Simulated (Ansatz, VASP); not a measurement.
**InSe in VASP and in Ansatz**

Contents of INCAR:

```
PREC     = Accurate       # precision mode
ENCUT    = 520            # plane-wave cutoff, eV
EDIFF    = 1E-7           # SCF threshold, eV
ISMEAR   = -1             # smearing method
SIGMA    = 0.01           # smearing width, eV
LREAL    = False          # projectors in reciprocal space
LASPH    = True           # aspherical terms in the spheres
NELM     = 80             # most SCF steps
ALGO     = Normal         # electronic algorithm
ISIF     = 2              # what is computed and relaxed
LWAVE    = False          # write WAVECAR
LCHARG   = True           # write CHGCAR
GGA      = PS             # functional
LELF     = True           # ELF
LVHAR    = True         
NBANDS   = 27             # bands
```

KPOINTS

```
regular mesh
0
Gamma
  7 7 7
```

File POSCAR:

```
InSe
1.0
    2.0132450671      1.1623475815      8.3717488899
   -2.0132450671      1.1623475815      8.3717488899
    0.0000000000     -2.3246951629      8.3717488899
In Se
2 2
Direct
    0.0000000000      0.0000000000      0.0000000000
    0.1122000000      0.1122000000      0.1122000000
    0.6155000000      0.6155000000      0.6155000000
    0.8300000000      0.8300000000      0.8300000000
```

Input for Ansatz:

```yaml
crystal:
  lattice:
    - [2.0132450671, 1.1623475815, 8.3717488899]
    - [-2.0132450671, 1.1623475815, 8.3717488899]
    - [0.0, -2.3246951629, 8.3717488899]
  atoms:
    - { symbol: In, position: [0.0, 0.0, 0.0] }
    - { symbol: In, position: [0.1122, 0.1122, 0.1122] }
    - { symbol: Se, position: [0.6155, 0.6155, 0.6155] }
    - { symbol: Se, position: [0.83, 0.83, 0.83] }
kpoints:
  mp_grid: { grid: [7, 7, 7] }
  band_path:
    path:
      - [0.0, 0.0, 0.0]
      - [-0.5, -0.5, -0.5]
      - [-0.5, -0.1795180059, -0.8204819941]
      - [-0.1795180059, 0.1795180059, -0.5]
      - [0.0, 0.0, -0.5]
      - [0.0, 0.0, 0.0]
      - [0.0, 0.3397590029, -0.3397590029]
      - [-0.3397590029, 0.0, -0.6602409971]
      - [-0.5, 0.0, -0.5]
    npoints: 5
scf:
  occupations: { method: fermi_dirac, width: 0.01 }
hamiltonian:
  xc: pbesol
  pseudopotentials: { kind: all_electron, lapw: { basis_error: 0.001 } }
output:
  forces: true
  stress: true
  eigenvalues: true
```

Change from the starting cell: volume scaled by 1.02.

Alike in both runs: task single point; functional PBEsol; k mesh 7 × 7 × 7; occupations fermi-dirac, width 0.01 eV; no spin polarisation.

|  | VASP | Ansatz |
| --- | --- | --- |
| version | VASP 6.6.1 | Ansatz 0.2.0 |
| potentials or method | VASP PAW PBE potentials, release 64 (In_d, Se), cutoff 520 eV | all-electron LAPW, scalar-relativistic |

|  | VASP | Ansatz | Ansatz less VASP |
| --- | --- | --- | --- |
| gap on the k mesh at the Fermi level (eV) | 0.62 | 0.63 | +0.010 |
| pressure (GPa) | -0.7 | -0.7 | -0.05 |
| traceless stress, the component that is largest in VASP (GPa) | -0.34 | -0.33 | +0.009 |
| rms of the force components (eV/Å) | 0.061 | 0.063 | +0.0018 |

VASP's potentials were made for PBE, not for PBEsol. Atom by atom the forces differ by 0.010 eV/Å (rms over components). Ansatz ran all-electron here, and VASP with PAW potentials.
